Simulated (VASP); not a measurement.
The system is Br.

```
Br
1.0
     2.58005   -5.50272    0.00000
     2.58005    5.50272    0.00000
     0.00000    0.00000    3.66709
Br
6
Direct
  0.10192 0.32163 0.50000
  0.89808 0.67837 0.50000
  0.32163 0.10192 0.50000
  0.67837 0.89808 0.50000
  0.00000 0.50000 0.00000
  0.50000 0.00000 0.00000
```

The cell was generated, and may not be a known phase.

* Program: VASP 6.6.1
* Task: relaxation of cell and atoms
* Functional: PBE
* Potentials or basis: VASP PAW PBE potentials, release 64 (Br)
* Cutoff: 600 eV
* k mesh: 4 × 4 × 6
* Occupations: gaussian, width 0.1 eV
* Spin: no spin polarisation

At the start: pressure 87.0 GPa; volume 17.35 Å³/atom.

Problem. Where does the relaxation end?

Solution. Over 20 steps the energy falls by 2938.6 meV/atom and the volume is 39.46 Å³/atom (+127.4 %); space group Cmmm (No. 65, to 0.1 Å) before, Pmmm (No. 47, to 0.1 Å).

The path:
```csv
step,energy change (eV),largest force (eV/Å),pressure (GPa),volume (Å³)
1,0.0000,6.9869,86.96,104.13
2,-14.2209,0.3401,-3.03,320.03
3,-16.1231,0.6136,0.69,196.11
4,-16.1020,0.5766,-1.11,211.78
5,-16.1369,0.5984,-0.17,202.64
6,-16.1360,0.6045,0.12,200.23
7,-16.4622,0.6123,0.22,200.55
8,-16.8934,0.6120,1.03,200.40
9,-16.8839,0.1967,5.88,197.90
10,-17.0895,0.4483,2.70,199.57
11,-17.3291,0.4525,1.54,211.72
12,-17.5846,0.0361,-0.02,242.05
13,-17.5881,0.0453,-0.13,246.14
14,-17.5998,0.0410,-0.24,245.74
15,-17.6125,0.1797,-0.46,244.77
16,-17.6197,0.1298,-0.31,243.22
17,-17.6273,0.0147,0.04,239.84
18,-17.6274,0.0092,0.10,239.30
19,-17.6294,0.0081,0.08,238.67
20,-17.6318,0.0064,0.02,236.74
```

Final structure:
```xyz
6
Lattice="4.3509 -6.9667 0.0000 4.3509 6.9667 0.0000 0.0000 0.0000 3.9051" Properties=species:S:1:pos:R:3 pbc="T T T"
Br    2.1606    1.2081    1.9526
Br    6.5412   -1.2081    1.9526
Br    2.1606   -1.2081    1.9526
Br    6.5412    1.2081    1.9526
Br    2.1754    3.4834    0.0000
Br    2.1754   -3.4834    0.0000
```

Caveat: the volume moved by over 15 % at a fixed basis, so the end points are rough.
